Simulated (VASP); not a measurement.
# Mg2NCl (R-3m) in VASP: further runs

Runs on Mg2NCl. Level: r2SCAN. Tasks: single point.

Everything below comes from runs of VASP 6.6.1. Logs are shortened: lines on timing, memory, paths and dates and some standing lists are left out, and cuts for length are marked.

### Step 1. The cell of the first run

The structure is trigonal, space group R-3m (No. 166). Conventional cell: a = 3.293 Å, b = 3.293 Å, c = 17.814 Å, α = 90.00°, β = 90.00°, γ = 120.00°. Within 2.8 Å of Mg (site symmetry 3m) lie 3 N at 2.15 Å and 3 Cl at 2.74 Å and 3 Mg at 2.76 Å. Within 2.8 Å of N (site symmetry -3m) lie 6 Mg at 2.15 Å. Cl (site symmetry -3m) has 6 Mg at 2.74 Å and 6 Cl at 3.29 Å and 6 N at 3.53 Å within 3.6 Å.

### Step 2. Single point, r2SCAN

File POSCAR:

```
Mg2NCl
1.0
    1.6466125274      0.9506721860      5.9379615217
   -1.6466125274      0.9506721860      5.9379615217
    0.0000000000     -1.9013443719      5.9379615217
Mg N Cl
2 1 1
Direct
    0.2229104119      0.2229104119      0.2229104119
    0.7770895881      0.7770895881      0.7770895881
    0.5000000000      0.5000000000      0.5000000000
    0.0000000000      0.0000000000      0.0000000000
```

File INCAR.step1:

```
SYSTEM = Mg2NCl
PREC = Accurate ; ENCUT = 520
ISMEAR = 0 ; SIGMA = 0.01
LREAL = .FALSE. ; LASPH = .TRUE.
NELM = 80 ; NBANDS = 16
GGA = PE ; ALGO = Normal
EDIFF = 1E-4 ; LWAVE = .TRUE.
LCHARG = .FALSE.
```

File INCAR.step2:

```
SYSTEM = Mg2NCl
PREC = Accurate ; ENCUT = 520
EDIFF = 1E-6 ; ISMEAR = 0
SIGMA = 0.01 ; LREAL = .FALSE.
LASPH = .TRUE. ; NELM = 80
ALGO = Normal ; ISIF = 2
LWAVE = .FALSE. ; LCHARG = .FALSE.
METAGGA = R2SCAN ; LMIXTAU = .TRUE.
NBANDS = 16 ; ISTART = 1
```

File KPOINTS:

```
Automatic mesh
0
G
  8 8 8
  0 0 0
```

Potentials or basis: VASP PAW PBE potentials, release 64 (Mg, N, Cl).

Started as:

```console
cat potpaw_PBE.64/Mg/POTCAR potpaw_PBE.64/N/POTCAR potpaw_PBE.64/Cl/POTCAR > POTCAR
cp INCAR.step1 INCAR
mpirun -np 1 vasp_std > vasp.out
cp INCAR.step2 INCAR
mpirun -np 1 vasp_std > vasp.out
```

OUTCAR:

```text
SYSTEM = Mg2NCl
   PREC = Accurate
   ENCUT = 520
   EDIFF = 1E-6
   ISMEAR = 0
   LREAL = .FALSE.
   LASPH = .TRUE.
   NELM = 80
   ISIF = 2
   METAGGA = R2SCAN
   ISTART = 1

 ion  position               nearest neighbor table
   1  0.223  0.223  0.223-   3 2.15   3 2.15   3 2.15   4 2.74   4 2.74   4 2.74   2 2.76   2 2.76
                             2 2.76
   2  0.777  0.777  0.777-   3 2.15   3 2.15   3 2.15   4 2.74   4 2.74   4 2.74   1 2.76   1 2.76
                             1 2.76
   3  0.500  0.500  0.500-   1 2.15   1 2.15   2 2.15   2 2.15   1 2.15   2 2.15
   4  0.000  0.000  0.000-   2 2.74   2 2.74   1 2.74   1 2.74   2 2.74   1 2.74

  LATTYP: Found a trigonal (rhomboedric) cell.
 ALAT       =     6.2349416560
 COS(alpha) =     0.8605084056

  Lattice vectors:

 A1 = (   1.6466125274,   0.9506721860,   5.9379615217)
 A2 = (  -1.6466125274,   0.9506721860,   5.9379615217)
 A3 = (   0.0000000000,  -1.9013443719,   5.9379615217)

Analysis of symmetry for initial positions (statically):
=====================================================================
 Subroutine PRICEL returns:
 Original cell was already a primitive cell.

 Routine SETGRP: Setting up the symmetry group for a
 trigonal (rhombohedral) supercell.

 Subroutine GETGRP returns: Found 12 space group operations
 (whereof 12 operations were pure point group operations)
 out of a pool of 12 trial point group operations.

The static configuration has the point symmetry D_3d.

Analysis of symmetry for dynamics (positions and initial velocities):
=====================================================================
 Subroutine PRICEL returns:
 Original cell was already a primitive cell.

 Routine SETGRP: Setting up the symmetry group for a
 trigonal (rhombohedral) supercell.

 Subroutine GETGRP returns: Found 12 space group operations
 (whereof 12 operations were pure point group operations)
 out of a pool of 12 trial point group operations.

The dynamic configuration has the point symmetry D_3d.

 Subroutine INISYM returns: Found 12 space group operations
 (whereof 12 operations are pure point group operations),
 and found     1 'primitive' translations

----------------------------------------------------------------------------------------

                                     Primitive cell

  volume of cell :      55.7713

  direct lattice vectors                    reciprocal lattice vectors
     1.646612527  0.950672186  5.937961522     0.303653708  0.175314550  0.056135987
    -1.646612527  0.950672186  5.937961522    -0.303653708  0.175314550  0.056135987
     0.000000000 -1.901344372  5.937961522     0.000000000 -0.350629100  0.056135987

  length of vectors
     6.234941656  6.234941656  6.234941656     0.355094375  0.355094375  0.355094375

  position of ions in fractional coordinates (direct lattice)
     0.222910412  0.222910412  0.222910412
     0.777089588  0.777089588  0.777089588
     0.500000000  0.500000000  0.500000000
     0.000000000  0.000000000  0.000000000

  ion indices of the primitive-cell ions
   primitive index   ion index
                 1           1
                 2           2
                 3           3
                 4           4

----------------------------------------------------------------------------------------

 KPOINTS: Automatic mesh

Automatic generation of k-mesh.
 Grid dimensions read from file:
 generate k-points for:    8    8    8

 Generating k-lattice:

  Cartesian coordinates                     Fractional coordinates (reciprocal lattice)
     0.037956714  0.021914319  0.007016998     0.125000000 -0.000000000  0.000000000
    -0.037956714  0.021914319  0.007016998    -0.000000000  0.125000000  0.000000000
     0.000000000 -0.043828638  0.007016998     0.000000000  0.000000000  0.125000000

  Length of vectors
     0.044386797  0.044386797  0.044386797

  Shift w.r.t. Gamma in fractional coordinates (k-lattice)
     0.000000000  0.000000000  0.000000000

 Subroutine IBZKPT returns following result:
 ===========================================

 Found     65 irreducible k-points:

 Following reciprocal coordinates:
            Coordinates               Weight
  0.000000  0.000000  0.000000      1.000000
  0.125000  0.000000  0.000000      6.000000
  0.250000  0.000000  0.000000      6.000000
  0.375000  0.000000 -0.000000      6.000000
  0.500000  0.000000  0.000000      3.000000
  0.125000  0.125000  0.000000      6.000000
[... 16 lines left out ...]
  0.250000  0.125000  0.125000      6.000000
  0.375000  0.125000  0.125000      6.000000
 [... further k-points ...]
   k-points           NKPTS =     65   k-points in BZ     NKDIM =     65   number of bands    NBANDS=     16
   number of dos      NEDOS =    301   number of ions     NIONS =      4
   total plane-waves  NPLWV = 110592
   dimension x,y,z NGX =    48 NGY =   48 NGZ =   48
   dimension x,y,z NGXF=    96 NGYF=   96 NGZF=   96
   ions per type =               2   1   1
   NGX,Y,Z   is equivalent  to a cutoff of  12.80, 12.80, 12.80 a.u.
   NGXF,Y,Z  is equivalent  to a cutoff of  25.60, 25.60, 25.60 a.u.
 SYSTEM =  Mg2NCl
   PREC   = accura    normal or accurate (medium, high low for compatibility)
   ISTART =      1    job   : 0-new  1-cont  2-samecut
   ICHARG =      0    charge: 1-file 2-atom 10-const
   ISPIN  =      1    spin polarized calculation?
   LNONCOLLINEAR =      F non collinear calculations
   LSORBIT =      F    spin-orbit coupling
   LASPH  =      T    aspherical Exc in radial PAW
   ENCUT  =  520.0 eV  38.22 Ry    6.18 a.u.  11.59 11.59 11.59*2*pi/ulx,y,z
   NELM   =     80;   NELMIN=  2; NELMDL=  0     # of ELM steps
   EDIFF  = 0.1E-05   stopping-criterion for ELM
   LREAL  =      F    real-space projection
   EDIFFG = 0.1E-04   stopping-criterion for IOM
   NSW    =      0    number of steps for IOM
   IBRION =     -1    ionic relax: 0-MD 1-quasi-New 2-CG
   NFREE  =      0    steps in history (QN), initial steepest desc. (CG)
   ISIF   =      2    stress and relaxation
   ISYM   =      2    0-nonsym 1-usesym 2-fastsym
   POTIM  = 0.5000    time-step for ionic-motion
   TEBEG  =    0.0;   TEEND  =   0.0 temperature during run
   PSTRESS=    0.0 pullay stress
   NELECT =      16.0000    total number of electrons
   NUPDOWN=      -1.0000    fix difference up-down
   EMIN   =  10.00;   EMAX   =-10.00  energy-range for DOS
   EFERMI =   0.00;   METHOD = LEGACY
   ISMEAR =     0;   SIGMA  =   0.01  broadening in eV -4-tet -1-fermi 0-gaus
   EFERMI_NEDOS =   21; number of points for ismear=-14 and -15
   IALGO  =     38    algorithm
   IMIX   =      4    mixing-type and parameters
     AMIX     =   0.40;   BMIX     =  1.00
     AMIX_MAG =   1.60;   BMIX_MAG =  1.00
  volume/ion in A,a.u.               =      13.94        94.09
  Fermi-wavevector in a.u.,A,eV,Ry     =   1.079720  2.040375 15.861613  1.165796
  Thomas-Fermi vector in A             =   2.215693
   LORBIT       =      0    0 simple, 1 ext, 2 COOP (PROOUT), +10 PAW based schemes
   METAGGA = R2SCAN    functional components
   LHFCALC =     F    Hartree Fock is set to
   AEXX    =    0.0000 exact exchange contribution
   IVDW    =     0    specifies the selected vdW correction
   LEPSILON=     F    determine dielectric tensor
   LRPA    =     F    only Hartree local field effects (RPA)
 non-spin polarized calculation
 Gauss-broadening in eV      SIGMA  =   0.01
  energy-cutoff  :      520.00
  volume of cell :       55.77
 maximum number of plane-waves:      1522
 NGX is ok and might be reduce to    48
   NGX = 23   NGY = 23   NGZ = 23

 number of electron      15.9999999 magnetization

 Free energy of the ion-electron system (eV)
  ---------------------------------------------------
  ext. energy  EPLUGINS =         0.00000000
  ---------------------------------------------------
  free energy    TOTEN  =       -29.08367638 eV

  energy without entropy =      -29.08367638  energy(sigma->0) =      -29.08367638

 E-fermi :   4.1659     XC(G=0): -10.4944

 val. band max:        4.0905402587   @ k =   0.0000   0.0000   0.0000
 cond. band min:       7.1687341296   @ k =   0.0000   0.0000   0.0000
 fundamental gap:      3.0781938709
 Fermi energy:         4.1658920309

 k-point     1 :       0.0000    0.0000    0.0000
  band No.  band energies     occupation
      1     -13.4116      2.00000
      2      -9.4896      2.00000
      3      -2.5507      2.00000
      4       1.4487      2.00000
      5       1.4487      2.00000
      6       3.0364      2.00000
[... 8 lines left out ...]
     15      15.0735      0.00000
     16      15.0735      0.00000

 k-point     2 :       0.1250    0.0000    0.0000
  band No.  band energies     occupation
      1     -13.2891      2.00000
      2      -9.3736      2.00000
      3      -2.3594      2.00000
      4       0.7305      2.00000
      5       1.3083      2.00000
      6       3.0067      2.00000
[... 8 lines left out ...]
     15      14.6393      0.00000
     16      15.2180      0.00000

 k-point     3 :       0.2500    0.0000    0.0000
  band No.  band energies     occupation
      1     -12.9711      2.00000
      2      -9.0712      2.00000
      3      -1.8443      2.00000
      4      -0.6889      2.00000
      5       0.9944      2.00000
      6       1.7765      2.00000
[... 8 lines left out ...]
     15      14.8243      0.00000
     16      16.2404      0.00000

 k-point     4 :       0.3750    0.0000   -0.0000
  band No.  band energies     occupation
      1     -12.6138      2.00000
      2      -8.7295      2.00000
      3      -1.9026      2.00000
      4      -1.1983      2.00000
      5       0.5965      2.00000
      6       0.7099      2.00000
[... 8 lines left out ...]
     15      14.5564      0.00000
     16      17.2683      0.00000
[... 324 lines left out ...]
 k-point    22 :       0.1250    0.1250    0.1250
  band No.  band energies     occupation
      1     -13.4071      2.00000
      2      -9.5099      2.00000
      3      -2.4549      2.00000
      4       1.4501      2.00000
      5       1.4501      2.00000
      6       2.7814      2.00000
[... 8 lines left out ...]
     15      15.1642      0.00000
     16      15.1642      0.00000

 k-point    23 :       0.2500    0.1250    0.1250
  band No.  band energies     occupation
      1     -13.2827      2.00000
      2      -9.4023      2.00000
      3      -2.2184      2.00000
      4       0.7160      2.00000
      5       1.3131      2.00000
      6       2.6322      2.00000
[... 8 lines left out ...]
     15      14.8053      0.00000
     16      15.4281      0.00000

 k-point    24 :       0.3750    0.1250    0.1250
  band No.  band energies     occupation
      1     -12.9651      2.00000
      2      -9.0964      2.00000
      3      -1.7232      2.00000
      4      -0.7011      2.00000
      5       0.9984      2.00000
      6       1.7808      2.00000
[... 8 lines left out ...]
     15      14.9295      0.00000
     16      16.4200      0.00000

 [... further k-points ...]
[... 5 lines left out ...]
  --------------------------------------------------------------------------------------
  -------------------------------------------------------------------------------------
  Total       -0.1752227     -0.1752227     -0.2227761     -0.0000000     -0.0000000      0.0000000
  in kB       -5.0337333     -5.0337333     -6.3998276     -0.0000000     -0.0000000      0.0000000
  external PRESSURE =      -5.4890981 kB  Pullay stress =       0.0000000 kB

 VOLUME and BASIS-vectors are now :
 -----------------------------------------------------------------------------
  energy-cutoff  :      520.00
  volume of cell :       55.77
      direct lattice vectors                 reciprocal lattice vectors
     1.646612527  0.950672186  5.937961522     0.303653708  0.175314550  0.056135987
    -1.646612527  0.950672186  5.937961522    -0.303653708  0.175314550  0.056135987
     0.000000000 -1.901344372  5.937961522     0.000000000 -0.350629100  0.056135987

 POSITION                                       TOTAL-FORCE (eV/Angst)
 -----------------------------------------------------------------------------------
      0.00000      0.00000      3.97090        -0.000000     -0.000000     -0.067921
      0.00000      0.00000     13.84298        -0.000000      0.000000      0.067921
      0.00000      0.00000      8.90694        -0.000000     -0.000000     -0.000000
      0.00000      0.00000      0.00000         0.000000     -0.000000      0.000000
 -----------------------------------------------------------------------------------
    total drift:                               -0.000000      0.000000     -0.000000

  FREE ENERGIE OF THE ION-ELECTRON SYSTEM (eV)
  ---------------------------------------------------
  free  energy   TOTEN  =       -29.0836763800 eV

  energy  without entropy=      -29.0836763800  energy(sigma->0) =      -29.08367638
```

Wall time 4.9 min (1 thread of Intel Xeon 6975P-C (Granite Rapids), shared host); peak memory 0.39 GiB.

Results:

| Property | Result |
| --- | --- |
| Free energy | -29.0837 eV |
| Pressure | -0.5 GPa |
| Largest force | 0.068 eV/Å |
| Band gap on the k mesh | 3.08 eV |

Forces in eV/Å, atoms in the order of the input:
```
Mg   0.000  0.000 -0.068
Mg   0.000  0.000  0.068
N    0.000  0.000  0.000
Cl   0.000  0.000  0.000
```

Caveat: the PAW data sets were made with another functional, which shifts forces and pressure a little. A k mesh can miss the band edges.

### Step 3. Single point, r2SCAN (14.36 Å³/atom)

This run uses another cell than the first one, of 14.36 Å³/atom.

File POSCAR:

```
Mg2NCl
1.0
    1.6629166821      0.9600853940      5.9967570437
   -1.6629166821      0.9600853940      5.9967570437
    0.0000000000     -1.9201707881      5.9967570437
Mg N Cl
2 1 1
Direct
    0.2229104119      0.2229104119      0.2229104119
    0.7770895881      0.7770895881      0.7770895881
    0.5000000000      0.5000000000      0.5000000000
    0.0000000000      0.0000000000      0.0000000000
```

File INCAR.step1:

```
PREC = Accurate ; ENCUT = 520
ISMEAR = 0 ; SIGMA = 0.01
LREAL = F ; LASPH = T
NELM = 80 ; NBANDS = 16
GGA = PE ; ALGO = Normal
EDIFF = 1E-4 ; LWAVE = T
LCHARG = F
```

File INCAR.step2:

```
PREC = Accurate ; ENCUT = 520
EDIFF = 1E-6 ; ISMEAR = 0
SIGMA = 0.01 ; LREAL = F
LASPH = T ; NELM = 80
ALGO = Normal ; ISIF = 2
LWAVE = F ; LCHARG = T
METAGGA = R2SCAN ; LMIXTAU = T
LELF = T ; LVHAR = T
NBANDS = 16 ; ISTART = 1
```

File KPOINTS:

```
regular mesh
0
Gamma
  8 8 8
```

Potentials or basis: VASP PAW PBE potentials, release 64 (Mg, N, Cl).

Started as:

```console
cat potpaw_PBE.64/Mg/POTCAR potpaw_PBE.64/N/POTCAR potpaw_PBE.64/Cl/POTCAR > POTCAR
cp INCAR.step1 INCAR
mpirun -np 1 vasp_std > vasp.out
cp INCAR.step2 INCAR
mpirun -np 1 vasp_std > vasp.out
```

It took 5.7 min on 1 thread of Intel Xeon 6975P-C (Granite Rapids), shared host; peak memory 0.39 GiB.

It converged, with:

* Free energy: -29.0647 eV
* Pressure: -3.2 GPa
* Largest force: 0.198 eV/Å
* Band gap on the k mesh: 2.87 eV

Forces on the atoms (eV/Å):
```
Mg   0.000  0.000 -0.198
Mg   0.000  0.000  0.198
N    0.000  0.000  0.000
Cl   0.000  0.000  0.000
```

Stress tensor (GPa, compression positive):
```
-3.34  0.00  0.00
 0.00 -3.34  0.00
 0.00  0.00 -2.96
```

Levels at points of the mesh, in eV from the valence-band top:
| k point | band 6 | band 7 | band 8 | band 9 | band 10 | band 11 |
| --- | --- | --- | --- | --- | --- | --- |
| (0.00, 0.00, 0.00) | -1.05 | 0.00 | 0.00 | 2.87 | 5.97 | 9.26 |
| (0.50, 0.00, 0.00) | -3.45 | -1.45 | -0.80 | 4.91 | 6.48 | 6.87 |
| (0.50, 0.50, 0.00) | -3.09 | -0.82 | -0.74 | 3.77 | 4.58 | 5.98 |
| (0.50, 0.50, 0.50) | -2.60 | -0.03 | -0.03 | 5.14 | 5.55 | 7.74 |

Caveat: the cell stands under tension; the PAW data sets were made with another functional, which shifts forces and pressure a little. A k mesh can miss the band edges.
